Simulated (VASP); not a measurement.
Set up this calculation in VASP 6.6.1, as the native input.

```yaml
Task: single point
Functional: PBE
Potentials_or_basis: VASP PAW PBE potentials, release 64 (Sm_3, Mg, Al), 4f in core
Cutoff: 600 eV
k_mesh: 4 × 4 × 2
Occupations: gaussian, width 0.1 eV
Spin: no spin polarisation
Dipole_correction: no
Mended: yes
Further_INCAR_settings: ALGO = Normal; EDIFF = 1e-06; NBANDS = 18
```

The structure of SmMg3Al lies in POSCAR:

```
SmMg3Al
1.0
    4.1076093262      0.0000000000      0.0000000000
    0.0000000000      4.1076093262      0.0000000000
    0.0000000000      0.0000000000      9.4134777747
Sm Mg Al
1 3 1
Direct
    0.0000000000      0.0000000000      0.0000000000
    0.0000000000      0.0000000000      0.3382603574
    0.0000000000      0.0000000000      0.6617396426
    0.5000000000      0.5000000000      0.5000000000
    0.5000000000      0.5000000000      0.0000000000
```

The cell was built from a structure type or drawn by symmetry, and may not be a known phase.

The input as run:

INCAR

```
ALGO = Normal
EDIFF = 1E-6
ENCUT = 600
GGA = PE
GGA_COMPAT = F
ISIF = 2
ISMEAR = 0
LASPH = T
LCHARG = F
LMAXMIX = 6
LREAL = F
LWAVE = F
NBANDS = 18
NELM = 200
PREC = Accurate
SIGMA = 0.1
```

KPOINTS

```
k-points
0
Gamma
  4 4 2
```

Potentials or basis: VASP PAW PBE potentials, release 64 (Sm_3, Mg, Al), 4f in core.

Run with:

```console
$ cat potpaw_PBE.64/Sm_3/POTCAR potpaw_PBE.64/Mg/POTCAR potpaw_PBE.64/Al/POTCAR > POTCAR
$ mpirun -np 1 vasp_std > vasp.out
```

Results of the run:

The pressure is 0.1 GPa. The largest force is 0.043 eV/Å and the band gap on the k mesh is zero (bands 10 and 11 overlap by 1.55 eV).

Caveat: the k points lie up to 0.38 Å⁻¹ apart, too coarse for converged energies and pressures of a metal; spin-orbit coupling is left out, which moves the levels of the heavy elements; the 4f electrons are frozen in the core, so they carry no moment and show no levels.

It took 24 s on 1 thread of Intel(R) Xeon(R) 6975P-C (Granite Rapids), on a shared host, peak memory 0.33 GiB.
